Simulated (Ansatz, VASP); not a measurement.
## One calculation of Li, two programs

The input INCAR:

```
SYSTEM = Li
PREC = Accurate ; ENCUT = 520
EDIFF = 1E-8 ; ISMEAR = -1
SIGMA = 0.08 ; LREAL = .FALSE.
LASPH = .TRUE. ; NELM = 80
ALGO = Normal ; ISIF = 2
LWAVE = .FALSE. ; LCHARG = .FALSE.
LEFG = .TRUE. ; NBANDS = 12
```

The input KPOINTS:

```
Automatic mesh
0
G
  12 12 12
  0 0 0
```

POSCAR

```
Li
1.0
    1.5556501629      0.8981550403      7.6135104842
   -1.5556501629      0.8981550403      7.6135104842
    0.0000000000     -1.7963100807      7.6135104842
Li
3
Direct
    0.0000000000      0.0000000000      0.0000000000
    0.2220000000      0.2220000000      0.2220000000
    0.7780000000      0.7780000000      0.7780000000
```

Input for Ansatz:

```yaml
crystal:
  lattice:
    - [1.5556501629, 0.8981550403, 7.6135104842]
    - [-1.5556501629, 0.8981550403, 7.6135104842]
    - [0.0, -1.7963100807, 7.6135104842]
  atoms:
    - { symbol: Li, position: [0.0, 0.0, 0.0] }
    - { symbol: Li, position: [0.222, 0.222, 0.222] }
    - { symbol: Li, position: [0.778, 0.778, 0.778] }
kpoints:
  mp_grid: { grid: [12, 12, 12] }
scf:
  occupations: { method: fermi_dirac, width: 0.08 }
hamiltonian:
  xc: lda
  pseudopotentials: { kind: paw }
output:
  forces: true
  stress: true
  eigenvalues: true
  efg: { contact_densities: true }
```

Change from the starting cell: volume scaled by 1.01, PAW files.

Alike in both runs: task electric field gradients; functional LDA; k mesh 12 × 12 × 12; occupations fermi-dirac, width 0.08 eV; no spin polarisation.

```csv
,VASP,Ansatz
version,VASP 6.6.1,Ansatz 0.2.0
potentials or method,"VASP PAW LDA potentials, release 64 (Li_sv)","PAW with Ansatz's default frozen-core files, scalar-relativistic"
plane-wave cutoff (eV),520,420
valence electrons in the cell,9,9
```

|  | VASP | Ansatz | Ansatz less VASP |
| --- | --- | --- | --- |
| rms of the force components (eV/Å) | 0.004 | 0.004 | -0.0001 |

LDA's correlation is that of Perdew and Zunger in VASP and of Perdew and Wang (1992) in Ansatz. Atom by atom the forces differ by 0.000 eV/Å (rms over components).

Noted on VASP's run: the cutoff is short for stress, so the pressure is rough.
